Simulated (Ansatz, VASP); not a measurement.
**One calculation of HfC, two programs**

```
CELL_PARAMETERS angstrom
3.84731 0.00000 0.00000
-1.92365 3.33187 0.00000
0.00000 0.00000 4.65822
ATOMIC_POSITIONS crystal
Hf 0.33333 0.66667 0.44535
Hf 0.66667 0.33333 0.94535
C 0.33333 0.66667 0.92965
C 0.66667 0.33333 0.42965
```

Alike in both runs: functional PBE; k mesh 6 × 6 × 4; occupations gaussian, width 0.1 eV; no spin polarisation.

Ansatz relaxed the structure, and its values are those at the end. VASP's run is a single point on that final structure, the one shown.

|  | VASP | Ansatz |
| --- | --- | --- |
| version | VASP 6.6.1 | Ansatz 0.2.0 |
| potentials or method | VASP PAW PBE potentials, release 64 (Hf_pv, C), cutoff 520 eV | scalar-relativistic, plane waves, PAW |
| valence electrons in the cell | 28 | 60 |

Ansatz gave:

- gap on the k mesh at the Fermi level (eV): none
- pressure (GPa): -0.1
- rms of the force components (eV/Å): 0.000

Q: Estimate VASP's values.

A: gap on the k mesh at the Fermi level (eV): none; pressure (GPa): -0.6; rms of the force components (eV/Å): 0.003.

A gap of «none» marks a metal or a gap that the smearing closes. VASP's potentials hold 28 valence electrons a cell and Ansatz's 60, so a difference there can come from the potentials and not from the codes.

Spin-orbit coupling is off throughout.
